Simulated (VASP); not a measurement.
Here is a VASP 6.6.1 calculation.

The input POSCAR:

```
GaN
1.0
    0.0000000000      1.7276226841      1.7276226841
    1.7276226841      0.0000000000      1.7276226841
    1.7276226841      1.7276226841      0.0000000000
Ga N
1 1
Direct
    0.0000000000      0.0000000000      0.0000000000
    0.5000000000      0.5000000000      0.5000000000
```

The input INCAR.step1:

```
PREC = Accurate
ENCUT = 520
ISMEAR = -1
SIGMA = 0.1
LREAL = False
LASPH = True
NELM = 80
NBANDS = 16
GGA = PE
ALGO = Normal
EDIFF = 1E-4
LWAVE = True
LCHARG = False
```

File INCAR.step2:

```
PREC = Accurate
ENCUT = 520
EDIFF = 1E-6
ISMEAR = -1
SIGMA = 0.1
LREAL = False
LASPH = True
NELM = 80
ALGO = Normal
ISIF = 2
LWAVE = False
LCHARG = False
METAGGA = R2SCAN
LMIXTAU = True
NBANDS = 16
ISTART = 1
```

File KPOINTS:

```
regular mesh
0
Gamma
  15 15 15
```

Potentials or basis: VASP PAW PBE potentials, release 64 (Ga_d, N).

Run with:

```bash
$ cat potpaw_PBE.64/Ga_d/POTCAR potpaw_PBE.64/N/POTCAR > POTCAR
$ cp INCAR.step1 INCAR
$ mpirun -np 1 vasp_std > vasp.out
$ cp INCAR.step2 INCAR
$ mpirun -np 1 vasp_std > vasp.out
```

(1) Estimate the pressure.

(2) Estimate the band gap on the k mesh.

## Answers

(1) 540.1 GPa.

(2) 6.20 eV (least direct gap 7.65 eV).

Caveat: the cell stands under pressure; the PAW data sets were made with another functional, which shifts forces and pressure a little; an odd mesh through Γ misses points on the zone boundary, where band edges can lie.
